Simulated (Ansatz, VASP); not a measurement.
## SnSe in VASP and in Ansatz

```
CELL_PARAMETERS angstrom
0.00000 3.22231 3.22231
3.22231 0.00000 3.22231
3.22231 3.22231 0.00000
ATOMIC_POSITIONS crystal
Sn 0.00000 0.00000 0.00000
Se 0.25000 0.25000 0.25000
```

Change from the starting cell: volume scaled by 0.94, PAW files.

Alike in both runs: task single point; functional LDA; k mesh 11 × 11 × 11; occupations fermi-dirac, width 0.08 eV; no spin polarisation.

```csv
,VASP,Ansatz
version,VASP 6.6.1,Ansatz 0.2.0
potentials or method,"VASP PAW LDA potentials, release 64 (Sn_d, Se)","PAW with Ansatz's default frozen-core files, scalar-relativistic"
plane-wave cutoff (eV),520,420
valence electrons in the cell,20,30
```

Ansatz gave:

- pressure (GPa): 2.3

Problem. Estimate VASP's values.

Solution. Pressure (GPa): 2.4.

LDA's correlation is that of Perdew and Zunger in VASP and of Perdew and Wang (1992) in Ansatz. VASP's potentials hold 20 valence electrons a cell and Ansatz's 30, so a difference there can come from the potentials and not from the codes.
